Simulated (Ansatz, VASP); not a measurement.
# CdAg3: VASP beside Ansatz

INCAR

```
SYSTEM = CdAg3
  PREC = Accurate
  ENCUT = 520
  EDIFF = 1E-7
  ISMEAR = -1
  SIGMA = 0.1
  LREAL = .FALSE.
  LASPH = .TRUE.
  NELM = 80
  ALGO = Normal
  ISIF = 2
  LWAVE = .FALSE.
  LCHARG = .FALSE.
  LDIPOL = .TRUE.
  IDIPOL = 3
  DIPOL = 0.5 0.5 0.500
  GGA = CA
  NBANDS = 30
```

The input KPOINTS:

```
regular mesh
0
G
  12 8 1
  0 0 0
```

POSCAR

```
CdAg3
1.0
    2.8289222034      0.0000000000      0.0000000000
    0.0000000000      4.0007001470      0.0000000000
    0.0000000000      0.0000000000     20.2434000000
Cd Ag
1 3
Direct
    0.2500000000      0.2500000000      0.4000573963
    0.7500000000      0.7500000000      0.4616121522
    0.2500000000      0.2500000000      0.5383878476
    0.7500000000      0.7500000000      0.5999426035
```

Input for Ansatz:

```yaml
crystal:
  lattice:
    - [2.8289222034, 0.0, 0.0]
    - [0.0, 4.000700147, 0.0]
    - [0.0, 0.0, 20.2434]
  atoms:
    - { symbol: Cd, position: [0.25, 0.25, 0.4000573963] }
    - { symbol: Ag, position: [0.75, 0.75, 0.4616121522] }
    - { symbol: Ag, position: [0.25, 0.25, 0.5383878476] }
    - { symbol: Ag, position: [0.75, 0.75, 0.5999426035] }
kpoints:
  mp_grid: { grid: [12, 8, 1] }
scf:
  occupations: { method: fermi_dirac, width: 0.1 }
hamiltonian:
  xc: lda
  pseudopotentials: { kind: all_electron, lapw: { basis_error: 0.001 } }
output:
  forces: true
  stress: true
  eigenvalues: true
efield:
  axis: 3
  amplitude: 0
  dipole_correction: true
```

Alike in both runs: task single point; functional LDA; k mesh 12 × 8 × 1; occupations fermi-dirac, width 0.1 eV; no spin polarisation.

|  | VASP | Ansatz |
| --- | --- | --- |
| version | VASP 6.6.1 | Ansatz 0.2.0 |
| potentials or method | VASP PAW LDA potentials, release 64 (Cd, Ag), cutoff 520 eV | all-electron LAPW, scalar-relativistic |

|  | VASP | Ansatz | Ansatz less VASP |
| --- | --- | --- | --- |
| rms of the force components (eV/Å) | 0.172 | 0.148 | -0.0244 |

LDA's correlation is that of Perdew and Zunger in VASP and of Perdew and Wang (1992) in Ansatz. Atom by atom the forces differ by 0.026 eV/Å (rms over components). Ansatz ran all-electron here, and VASP with PAW potentials.
